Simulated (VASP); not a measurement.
A run of VASP 6.6.1:

The input INCAR:

```
SYSTEM = LiF
ALGO = Normal
EDIFF = 1E-6
ENCUT = 520
ISIF = 2
ISMEAR = 0
LASPH = .True.
LCHARG = .True.
LELF = .True.
LREAL = .False.
LVHAR = .True.
LWAVE = .False.
NBANDS = 12
NELM = 100
PREC = Accurate
SIGMA = 0.05
```

KPOINTS

```
k-points
0
Gamma
  12 12 12
  0 0 0
```

The input POSCAR:

```
LiF
1.0
    0.0000000000      1.7943603458      2.5372255290
    1.7943603458      0.0000000000      2.5372255290
    1.7943603458      1.7943603458      0.0000000000
Li F
1 1
Direct
    0.0000000000      0.0000000000      0.0000000000
    0.5000000000      0.5000000000      0.5000000000
```

Potentials or basis: VASP PAW LDA potentials, release 64 (Li_sv, F).

Command:

```sh
$ cat potpaw_LDA.64/Li_sv/POTCAR potpaw_LDA.64/F/POTCAR > POTCAR
$ mpirun -np 1 vasp_std > vasp.out
```

Hardware: 1 thread of Intel Xeon 8259CL, on a shared host.

**Question.** Estimate the wall time of this run.

**Answer.** Run time: 28 s on 1 thread of Intel Xeon 8259CL (shared host), peak memory 0.14 GiB. Counts: scf iterations 11, k points 163.
